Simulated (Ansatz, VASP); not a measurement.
## Two plane-wave programs on MnS

INCAR

```
SYSTEM = MnS
PREC = Accurate
ENCUT = 520
EDIFF = 1E-6
ISMEAR = -1
SIGMA = 0.05
LREAL = .FALSE.
LASPH = .TRUE.
NELM = 150
ALGO = Normal
ISIF = 2
LWAVE = .FALSE.
LCHARG = .TRUE.
ISPIN = 2
MAGMOM = 5.5 0
LORBIT = 11
LMAXMIX = 4
GGA = PE
LELF = .TRUE.
LVHAR = .TRUE.
NBANDS = 20
```

The input KPOINTS:

```
Automatic mesh
0
G
  8 8 8
  0 0 0
```

File POSCAR:

```
MnS
1.0
    3.2116599200      0.0000000000      0.0000000000
    0.0000000000      3.2116599200      0.0000000000
    0.0000000000      0.0000000000      3.2116599200
Mn S
1 1
Direct
    0.0000000000      0.0000000000      0.0000000000
    0.5000000000      0.5000000000      0.5000000000
```

File input.yaml:

```yaml
crystal:
  lattice:
    - [3.21165992, 0.0, 0.0]
    - [0.0, 3.21165992, 0.0]
    - [0.0, 0.0, 3.21165992]
  atoms:
    - { symbol: Mn, position: [0.0, 0.0, 0.0], spin: 5.5 }
    - { symbol: S, position: [0.5, 0.5, 0.5] }
hamiltonian:
  xc: pbe
  pseudopotentials: { kind: paw }
magnetization:
  spin_polarized: true
kpoints:
  mp_grid: { grid: [8, 8, 8] }
scf:
  occupations: { method: fermi_dirac, width: 0.05 }
output:
  forces: true
  stress: true
  eigenvalues: true
  write_density: true
  write_potential: true
  elf: true
  volumetric_format: npy
```

Alike in both runs: task single point; functional PBE; k mesh 8 × 8 × 8; occupations fermi-dirac, width 0.05 eV; collinear spin.

|  | VASP | Ansatz |
| --- | --- | --- |
| version | VASP 6.6.1 | Ansatz 0.2.0 |
| potentials or method | VASP PAW PBE potentials, release 64 (Mn_pv, S) | Ansatz PAW |
| plane-wave cutoff (eV) | 520 | 420 |
| valence electrons in the cell | 19 | 21 |

|  | VASP | Ansatz | Ansatz less VASP |
| --- | --- | --- | --- |
| gap on the k mesh at the Fermi level (eV) | none | none | - |
| pressure (GPa) | -3.9 | -3.8 | +0.11 |
| net moment per atom (μB) | 2.20 | 2.20 | 0.000 |
| size of the moment on the site where the two differ most (μB) | 4.09 | 4.12 | +0.035 |

Site moments also hang on the region over which each program counts them. A gap of «none» marks a metal or a gap that the smearing closes. VASP's potentials hold 19 valence electrons a cell and Ansatz's 21, so a difference there can come from the potentials and not from the codes.
